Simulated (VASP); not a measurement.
Input of a VASP 6.6.1 run:

Contents of INCAR:

```
PREC     = Accurate       # precision mode
ENCUT    = 600            # plane-wave cutoff, eV
EDIFF    = 1E-6           # SCF threshold, eV
ISMEAR   = 0              # smearing method
SIGMA    = 0.05           # smearing width, eV
LREAL    = False          # projectors in reciprocal space
LASPH    = True           # aspherical terms in the spheres
NELM     = 120            # most SCF steps
ALGO     = Normal         # electronic algorithm
ISIF     = 2              # what is computed and relaxed
LWAVE    = False          # write WAVECAR
LCHARG   = False          # write CHGCAR
GGA      = PE             # functional
IVDW     = 13             # dispersion correction
NBANDS   = 11             # bands
GGA_COMPAT= False
```

KPOINTS

```
Automatic mesh
0
Gamma
  8 8 8
```

POSCAR

```
MgSe
1.0
    0.0000000000      2.7218603101      2.7218603101
    2.7218603101      0.0000000000      2.7218603101
    2.7218603101      2.7218603101      0.0000000000
Mg Se
1 1
Direct
    0.0000000000      0.0000000000      0.0000000000
    0.5000000000      0.5000000000      0.5000000000
```

Potentials or basis: VASP PAW PBE potentials, release 64 (Mg, Se).

The run is started by

```sh
$ cat potpaw_PBE.64/Mg/POTCAR potpaw_PBE.64/Se/POTCAR > POTCAR
$ mpirun -np 1 vasp_std > vasp.out
```

Question: What does it give for the dispersion energy per atom?

Answer: -0.306 eV.

Question: What does it give for the band gap on the k mesh?

Answer: 1.81 eV (least direct gap 2.62 eV).

A k mesh can miss the band edges. A hybrid or GW would open this gap; PBE tends to underestimate it.
